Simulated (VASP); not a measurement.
# MoP3 (Pm-3m) in VASP: further runs

The runs below take MoP3 through single point, relaxation of cell and atoms, with PBE.

Everything below comes from runs of VASP 6.6.1. Logs are shortened: lines on timing, memory, paths and dates and some standing lists are left out, and cuts for length are marked.

## (1) The cell of the first run

It takes space group Pm-3m (No. 221, cubic). Conventional cell: a = 3.862 Å, b = 3.862 Å, c = 3.862 Å, α = 90.00°, β = 90.00°, γ = 90.00°. Mo (site symmetry m-3m) has 12 P at 2.73 Å within 3.6 Å. P (site symmetry 4/mmm) has 4 Mo at 2.73 Å and 8 P at 2.73 Å within 3.6 Å.

## (2) Single point, PBE

Contents of INCAR:

```
SYSTEM = MoP3
ALGO = Normal
EDIFF = 1E-6
ENCUT = 520
GGA = PE
ISIF = 2
ISMEAR = 0
LASPH = .True.
LCHARG = .True.
LELF = .True.
LREAL = .False.
LVHAR = .True.
LWAVE = .False.
NBANDS = 22
NELM = 100
PREC = Accurate
SIGMA = 0.1
```

Contents of KPOINTS:

```
k-points
0
Gamma
  4 4 4
  0 0 0
```

Contents of POSCAR:

```
MoP3
1.0
    3.8621103335      0.0000000000      0.0000000000
    0.0000000000      3.8621103335      0.0000000000
    0.0000000000      0.0000000000      3.8621103335
Mo P
1 3
Direct
    0.0000000000      0.0000000000      0.0000000000
    0.0000000000      0.5000000000      0.5000000000
    0.5000000000      0.0000000000      0.5000000000
    0.5000000000      0.5000000000      0.0000000000
```

Potentials or basis: VASP PAW PBE potentials, release 64 (Mo_sv, P).

Run with:

```console
$ cat potpaw_PBE.64/Mo_sv/POTCAR potpaw_PBE.64/P/POTCAR > POTCAR
$ mpirun -np 1 vasp_std > vasp.out
```

OUTCAR:

```text
SYSTEM = MoP3
   EDIFF = 1E-6
   ENCUT = 520
   GGA = PE
   ISIF = 2
   ISMEAR = 0
   LASPH = .True.
   LREAL = .False.
   NELM = 100
   PREC = Accurate

 ion  position               nearest neighbor table
   1  0.000  0.000  0.000-   2 2.73   3 2.73   4 2.73   2 2.73   3 2.73   2 2.73   4 2.73   2 2.73
                             3 2.73   4 2.73   3 2.73   4 2.73
   2  0.000  0.500  0.500-   1 2.73   3 2.73   4 2.73   1 2.73   4 2.73   1 2.73   3 2.73   1 2.73
                             3 2.73   4 2.73   4 2.73   3 2.73
   3  0.500  0.000  0.500-   1 2.73   2 2.73   4 2.73   1 2.73   4 2.73   2 2.73   4 2.73   4 2.73
                             1 2.73   2 2.73   1 2.73   2 2.73
   4  0.500  0.500  0.000-   1 2.73   2 2.73   3 2.73   2 2.73   3 2.73   1 2.73   3 2.73   3 2.73
                             1 2.73   2 2.73   2 2.73   1 2.73

  LATTYP: Found a simple cubic cell.
 ALAT       =     3.8621103335

  Lattice vectors:

 A1 = (   3.8621103335,   0.0000000000,   0.0000000000)
 A2 = (   0.0000000000,   3.8621103335,   0.0000000000)
 A3 = (   0.0000000000,   0.0000000000,   3.8621103335)

Analysis of symmetry for initial positions (statically):
=====================================================================
 Subroutine PRICEL returns:
 Original cell was already a primitive cell.

 Routine SETGRP: Setting up the symmetry group for a
 simple cubic supercell.

 Subroutine GETGRP returns: Found 48 space group operations
 (whereof 48 operations were pure point group operations)
 out of a pool of 48 trial point group operations.

The static configuration has the point symmetry O_h .

Analysis of symmetry for dynamics (positions and initial velocities):
=====================================================================
 Subroutine PRICEL returns:
 Original cell was already a primitive cell.

 Routine SETGRP: Setting up the symmetry group for a
 simple cubic supercell.

 Subroutine GETGRP returns: Found 48 space group operations
 (whereof 48 operations were pure point group operations)
 out of a pool of 48 trial point group operations.

The dynamic configuration has the point symmetry O_h .

 Subroutine INISYM returns: Found 48 space group operations
 (whereof 48 operations are pure point group operations),
 and found     1 'primitive' translations

----------------------------------------------------------------------------------------

                                     Primitive cell

  volume of cell :      57.6068

  direct lattice vectors                    reciprocal lattice vectors
     3.862110333  0.000000000  0.000000000     0.258925798  0.000000000  0.000000000
     0.000000000  3.862110333  0.000000000     0.000000000  0.258925798  0.000000000
     0.000000000  0.000000000  3.862110333     0.000000000  0.000000000  0.258925798

  length of vectors
     3.862110333  3.862110333  3.862110333     0.258925798  0.258925798  0.258925798

  position of ions in fractional coordinates (direct lattice)
     0.000000000  0.000000000  0.000000000
     0.000000000  0.500000000  0.500000000
     0.500000000  0.000000000  0.500000000
     0.500000000  0.500000000  0.000000000

  ion indices of the primitive-cell ions
   primitive index   ion index
                 1           1
                 2           2
                 3           3
                 4           4

----------------------------------------------------------------------------------------

 KPOINTS: k-points

Automatic generation of k-mesh.
 Grid dimensions read from file:
 generate k-points for:    4    4    4

 Generating k-lattice:

  Cartesian coordinates                     Fractional coordinates (reciprocal lattice)
     0.064731449  0.000000000  0.000000000     0.250000000  0.000000000  0.000000000
     0.000000000  0.064731449  0.000000000     0.000000000  0.250000000  0.000000000
     0.000000000  0.000000000  0.064731449     0.000000000  0.000000000  0.250000000

  Length of vectors
     0.064731449  0.064731449  0.064731449

  Shift w.r.t. Gamma in fractional coordinates (k-lattice)
     0.000000000  0.000000000  0.000000000

 Subroutine IBZKPT returns following result:
 ===========================================

 Found     10 irreducible k-points:

 Following reciprocal coordinates:
            Coordinates               Weight
  0.000000  0.000000  0.000000      1.000000
  0.250000  0.000000  0.000000      6.000000
  0.500000  0.000000  0.000000      3.000000
  0.250000  0.250000  0.000000     12.000000
  0.500000  0.250000  0.000000     12.000000
  0.500000  0.500000  0.000000      3.000000
  0.250000  0.250000  0.250000      8.000000
  0.500000  0.250000  0.250000     12.000000
  0.500000  0.500000  0.250000      6.000000
  0.500000  0.500000  0.500000      1.000000
   k-points           NKPTS =     10   k-points in BZ     NKDIM =     10   number of bands    NBANDS=     22
   number of dos      NEDOS =    301   number of ions     NIONS =      4
   total plane-waves  NPLWV =  27000
   dimension x,y,z NGX =    30 NGY =   30 NGZ =   30
   dimension x,y,z NGXF=    60 NGYF=   60 NGZF=   60
   ions per type =               1   3
   NGX,Y,Z   is equivalent  to a cutoff of  12.91, 12.91, 12.91 a.u.
   NGXF,Y,Z  is equivalent  to a cutoff of  25.83, 25.83, 25.83 a.u.
 SYSTEM =  MoP3
   PREC   = accura    normal or accurate (medium, high low for compatibility)
   ISTART =      0    job   : 0-new  1-cont  2-samecut
   ICHARG =      2    charge: 1-file 2-atom 10-const
   ISPIN  =      1    spin polarized calculation?
   LNONCOLLINEAR =      F non collinear calculations
   LSORBIT =      F    spin-orbit coupling
   LASPH  =      T    aspherical Exc in radial PAW
   ENCUT  =  520.0 eV  38.22 Ry    6.18 a.u.   7.18  7.18  7.18*2*pi/ulx,y,z
   NELM   =    100;   NELMIN=  2; NELMDL= -5     # of ELM steps
   EDIFF  = 0.1E-05   stopping-criterion for ELM
   LREAL  =      F    real-space projection
   EDIFFG = 0.1E-04   stopping-criterion for IOM
   NSW    =      0    number of steps for IOM
   IBRION =     -1    ionic relax: 0-MD 1-quasi-New 2-CG
   NFREE  =      0    steps in history (QN), initial steepest desc. (CG)
   ISIF   =      2    stress and relaxation
   ISYM   =      2    0-nonsym 1-usesym 2-fastsym
   POTIM  = 0.5000    time-step for ionic-motion
   TEBEG  =    0.0;   TEEND  =   0.0 temperature during run
   PSTRESS=    0.0 pullay stress
   NELECT =      29.0000    total number of electrons
   NUPDOWN=      -1.0000    fix difference up-down
   EMIN   =  10.00;   EMAX   =-10.00  energy-range for DOS
   EFERMI =   0.00;   METHOD = LEGACY
   ISMEAR =     0;   SIGMA  =   0.10  broadening in eV -4-tet -1-fermi 0-gaus
   EFERMI_NEDOS =   21; number of points for ismear=-14 and -15
   IALGO  =     38    algorithm
   IMIX   =      4    mixing-type and parameters
     AMIX     =   0.40;   BMIX     =  1.00
     AMIX_MAG =   1.60;   BMIX_MAG =  1.00
  volume/ion in A,a.u.               =      14.40        97.19
  Fermi-wavevector in a.u.,A,eV,Ry     =   1.302315  2.461019 23.075824  1.696025
  Thomas-Fermi vector in A             =   2.433391
   LORBIT       =      0    0 simple, 1 ext, 2 COOP (PROOUT), +10 PAW based schemes
   GGA     = PE    functional components
   LHFCALC =     F    Hartree Fock is set to
   AEXX    =    0.0000 exact exchange contribution
   IVDW    =     0    specifies the selected vdW correction
   LEPSILON=     F    determine dielectric tensor
   LRPA    =     F    only Hartree local field effects (RPA)
 non-spin polarized calculation
 Gauss-broadening in eV      SIGMA  =   0.10
  energy-cutoff  :      520.00
  volume of cell :       57.61
 maximum number of plane-waves:      1596
 NGX is ok and might be reduce to    30
   NGX = 15   NGY = 15   NGZ = 15

 number of electron      28.9999996 magnetization

 Free energy of the ion-electron system (eV)
  ---------------------------------------------------
  ext. energy  EPLUGINS =         0.00000000
  ---------------------------------------------------
  free energy    TOTEN  =       -24.54441955 eV

  energy without entropy =      -24.50014609  energy(sigma->0) =      -24.52228282

 E-fermi :  11.0398     XC(G=0): -12.0945

 val. band max:       11.0333066725   @ k =   0.2500   0.2500   0.2500
 cond. band min:      11.0752862369   @ k =   0.2500   0.2500   0.0000
 fundamental gap:      0.0419795645
 Fermi energy:        11.0397566964

 k-point     1 :       0.0000    0.0000    0.0000
  band No.  band energies     occupation
      1     -49.9971      2.00000
      2     -24.1176      2.00000
      3     -24.1176      2.00000
      4     -24.1176      2.00000
      5      -4.5109      2.00000
      6       2.5146      2.00000
[... 14 lines left out ...]
     21      14.9391      0.00000
     22      14.9391      0.00000

 k-point     2 :       0.2500    0.0000    0.0000
  band No.  band energies     occupation
      1     -49.9964      2.00000
      2     -24.1378      2.00000
      3     -24.1157      2.00000
      4     -24.1157      2.00000
      5      -3.9243      2.00000
      6       0.5565      2.00000
[... 14 lines left out ...]
     21      14.0308      0.00000
     22      14.2952      0.00000

 k-point     3 :       0.5000    0.0000    0.0000
  band No.  band energies     occupation
      1     -49.9957      2.00000
      2     -24.1578      2.00000
      3     -24.1139      2.00000
      4     -24.1139      2.00000
      5      -2.6964      2.00000
      6      -1.4919      2.00000
[... 14 lines left out ...]
     21      15.9621      0.00000
     22      17.2331      0.00000

 k-point     4 :       0.2500    0.2500    0.0000
  band No.  band energies     occupation
      1     -49.9957      2.00000
      2     -24.1359      2.00000
      3     -24.1347      2.00000
      4     -24.1139      2.00000
      5      -3.3717      2.00000
      6       0.6611      2.00000
[... 14 lines left out ...]
     21      14.6588      0.00000
     22      15.9036      0.00000

 k-point     5 :       0.5000    0.2500    0.0000
  band No.  band energies     occupation
      1     -49.9951      2.00000
      2     -24.1549      2.00000
      3     -24.1329      2.00000
      4     -24.1121      2.00000
      5      -2.2410      2.00000
      6      -0.9942      2.00000
[... 14 lines left out ...]
     21      15.2442      0.00000
     22      18.8008      0.00000

 k-point     6 :       0.5000    0.5000    0.0000
  band No.  band energies     occupation
      1     -49.9944      2.00000
      2     -24.1519      2.00000
      3     -24.1519      2.00000
      4     -24.1103      2.00000
      5      -1.2509      2.00000
      6      -0.2672      2.00000
[... 14 lines left out ...]
     21      16.1556      0.00000
     22      17.0437      0.00000

 k-point     7 :       0.2500    0.2500    0.2500
  band No.  band energies     occupation
      1     -49.9951      2.00000
      2     -24.1341      2.00000
      3     -24.1324      2.00000
      4     -24.1324      2.00000
      5      -2.8503      2.00000
      6       0.8638      2.00000
[... 14 lines left out ...]
     21      16.2707      0.00000
     22      16.2707      0.00000

 k-point     8 :       0.5000    0.2500    0.2500
  band No.  band energies     occupation
      1     -49.9944      2.00000
      2     -24.1520      2.00000
      3     -24.1312      2.00000
      4     -24.1301      2.00000
      5      -1.7910      2.00000
      6      -0.6258      2.00000
[... 14 lines left out ...]
     21      15.7277      0.00000
     22      16.4437      0.00000

 k-point     9 :       0.5000    0.5000    0.2500
  band No.  band energies     occupation
      1     -49.9938      2.00000
      2     -24.1491      2.00000
      3     -24.1491      2.00000
      4     -24.1283      2.00000
      5      -0.7823      2.00000
      6      -0.1490      2.00000
[... 14 lines left out ...]
     21      15.4954      0.00000
     22      16.2753      0.00000

 k-point    10 :       0.5000    0.5000    0.5000
  band No.  band energies     occupation
      1     -49.9931      2.00000
      2     -24.1463      2.00000
      3     -24.1463      2.00000
      4     -24.1463      2.00000
      5      -0.0148      2.00000
      6      -0.0148      2.00000
[... 14 lines left out ...]
     21      15.8301      0.00000
     22      15.8301      0.00000

------------------------ aborting loop because EDIFF is reached ----------------------------------------

  FORCE on cell =-STRESS in cart. coord.  units (eV):
  Direction    XX          YY          ZZ          XY          YZ          ZX
  --------------------------------------------------------------------------------------
  -------------------------------------------------------------------------------------
  Total       -0.0231538     -0.0231538     -0.0231538     -0.0000000      0.0000000      0.0000000
  in kB       -0.6439608     -0.6439608     -0.6439608     -0.0000000      0.0000000      0.0000000
  external PRESSURE =      -0.6439608 kB  Pullay stress =       0.0000000 kB

 VOLUME and BASIS-vectors are now :
 -----------------------------------------------------------------------------
  energy-cutoff  :      520.00
  volume of cell :       57.61
      direct lattice vectors                 reciprocal lattice vectors
     3.862110333  0.000000000  0.000000000     0.258925798  0.000000000  0.000000000
     0.000000000  3.862110333  0.000000000     0.000000000  0.258925798  0.000000000
     0.000000000  0.000000000  3.862110333     0.000000000  0.000000000  0.258925798

 POSITION                                       TOTAL-FORCE (eV/Angst)
 -----------------------------------------------------------------------------------
      0.00000      0.00000      0.00000         0.000000      0.000000      0.000000
      0.00000      1.93106      1.93106         0.000000      0.000000      0.000000
      1.93106      0.00000      1.93106         0.000000      0.000000      0.000000
      1.93106      1.93106      0.00000         0.000000      0.000000      0.000000
 -----------------------------------------------------------------------------------
    total drift:                                0.000000     -0.000000     -0.000000

  FREE ENERGIE OF THE ION-ELECTRON SYSTEM (eV)
  ---------------------------------------------------
  free  energy   TOTEN  =       -24.5444195503 eV

  energy  without entropy=      -24.5001460935  energy(sigma->0) =      -24.52228282
```

It took 22 s on 1 thread of Intel Xeon 8259CL, shared host; peak memory 0.16 GiB.

What came out:

| Quantity | Value |
| --- | --- |
| Free energy | -24.5444 eV |
| Pressure | -0.1 GPa |

Levels at points of the mesh, in eV from the Fermi level:
```tsv
k point	band 12	band 13	band 14	band 15	band 16	band 17	band 18	band 19
(0.00, 0.00, 0.00)	-1.32	-1.32	-0.05	-0.05	0.19	0.28	0.28	0.28
(0.50, 0.00, 0.00)	-2.48	-1.57	-1.34	-1.00	0.59	0.72	0.72	4.52
(0.50, 0.50, 0.00)	-2.54	-1.16	-1.16	-0.34	-0.17	1.10	4.00	4.00
(0.50, 0.50, 0.50)	-0.07	0.12	0.12	1.17	1.17	1.17	4.52	4.52
```

Caveat: the k points lie up to 0.41 Å⁻¹ apart.

## (3) Single point, PBE

This run uses another cell than the first one, of 16.23 Å³/atom, 1.127 times its volume.

Contents of INCAR:

```
ALGO = Normal
EDIFF = 1E-7
ENCUT = 520
GGA = PE
ISIF = 2
ISMEAR = 0
LASPH = True
LCHARG = False
LREAL = False
LWAVE = False
NBANDS = 22
NELM = 100
PREC = Accurate
SIGMA = 0.1
```

Contents of KPOINTS:

```
k-points
0
Gamma
  4 4 4
```

Contents of POSCAR:

```
MoP3
1.0
    4.0190069532      0.0000000000      0.0000000000
    0.0000000000      4.0190069532      0.0000000000
    0.0000000000      0.0000000000      4.0190069532
Mo P
1 3
Direct
    0.0000000000      0.0000000000      0.0000000000
    0.0000000000      0.5000000000      0.5000000000
    0.5000000000      0.0000000000      0.5000000000
    0.5000000000      0.5000000000      0.0000000000
```

Potentials or basis: VASP PAW PBE potentials, release 64 (Mo_sv, P).

Run with:

```console
$ cat potpaw_PBE.64/Mo_sv/POTCAR potpaw_PBE.64/P/POTCAR > POTCAR
$ mpirun -np 1 vasp_std > vasp.out
```

Run time: 24 s. Hardware: 1 thread of Intel Xeon 8259CL, shared host; peak memory 0.17 GiB.

The run converged. Its results:

| Property | Result |
| --- | --- |
| Free energy | -24.2320 eV |
| Pressure | -12.4 GPa |

Levels at points of the mesh, in eV from the Fermi level:
```
           k point  band 11  band 12  band 13  band 14  band 15  band 16  band 17  band 18  band 19  band 20
(0.00, 0.00, 0.00)    -1.01    -1.01    -1.01    -0.26    -0.26     0.27     0.27     0.27     0.56     3.35
(0.50, 0.00, 0.00)    -2.16    -2.16    -1.76    -1.05    -0.77     0.37     0.65     0.65     3.80     4.21
(0.50, 0.50, 0.00)    -2.83    -2.08    -1.21    -1.21    -0.30    -0.10     0.77     3.41     3.41     3.68
(0.50, 0.50, 0.50)    -5.69     0.03     0.13     0.13     0.86     0.86     0.86     3.89     3.89     3.89
```

Caveat: the k points lie up to 0.39 Å⁻¹ apart.

(Part 1 of 3 ends here.)
